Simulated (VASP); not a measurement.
Write the native input for VASP 6.6.1 that does the following.

| Property | Result |
| --- | --- |
| Task | single point |
| Functional | PBE |
| Potentials or basis | VASP PAW PBE potentials, release 64 (Si, Ru_pv, N) |
| Cutoff | 520 eV |
| k mesh | 6 × 6 × 6 |
| Occupations | gaussian, width 0.1 eV |
| Spin | collinear spin, ferromagnetic start |
| Starting moments | [0.0, 0.0, 1.0, 1.0, 0.0] μB |
| Dipole correction | no |
| Further INCAR settings | ALGO = Normal; EDIFF = 1e-06; NBANDS = 32 |

The structure of Si2Ru2N lies in POSCAR:

```
Si2Ru2N
1.0
   -1.8913633900      1.8913633900      4.5172107500
    1.8913633900     -1.8913633900      4.5172107500
    1.8913633900      1.8913633900     -4.5172107500
Si Ru N
2 2 1
Direct
    0.6373464500      0.6373464500      0.0000000000
    0.3626535500      0.3626535500      0.0000000000
    0.7500000000      0.2500000000      0.5000000000
    0.2500000000      0.7500000000      0.5000000000
    0.0000000000      0.0000000000      0.0000000000
```

The input as run:

INCAR

```
PREC     = Accurate       # precision mode
ENCUT    = 520            # plane-wave cutoff, eV
EDIFF    = 1E-6           # SCF threshold, eV
ISMEAR   = 0              # smearing method
SIGMA    = 0.1            # smearing width, eV
LREAL    = F              # projectors in reciprocal space
LASPH    = T              # aspherical terms in the spheres
NELM     = 150            # most SCF steps
ALGO     = Normal         # electronic algorithm
ISIF     = 2              # what is computed and relaxed
LWAVE    = F              # write WAVECAR
LCHARG   = F              # write CHGCAR
ISPIN    = 2              # spin polarisation
MAGMOM   = 0 0 1 1 0      # initial moments
LORBIT   = 11             # projections on sites
LMAXMIX  = 4              # l up to which the mixer works
GGA      = PE             # functional
NBANDS   = 32             # bands
```

KPOINTS

```
Automatic mesh
0
Gamma
  6 6 6
```

Potentials or basis: VASP PAW PBE potentials, release 64 (Si, Ru_pv, N).

The run is started by

```console
$ cat potpaw_PBE.64/Si/POTCAR potpaw_PBE.64/Ru_pv/POTCAR potpaw_PBE.64/N/POTCAR > POTCAR
$ mpirun -np 1 vasp_std > vasp.out
```

It gave:

```yaml
Pressure: 50.7 GPa
Largest_force: 6.366 eV/Å
Net_moment: 0.00 μB per cell
Valence_electrons_inside_the_program's_atomic_spheres: Si 1.86; Ru 13.35; N 3.30
```

Caveat: the k points lie up to 0.39 Å⁻¹ apart; forces of over 1 eV/Å act on the atoms, so gaps and moduli don't describe the material at rest.

It took 2.1 min on 1 thread of Intel(R) Xeon(R) 6975P-C (Granite Rapids), on a shared host, peak memory 0.33 GiB.
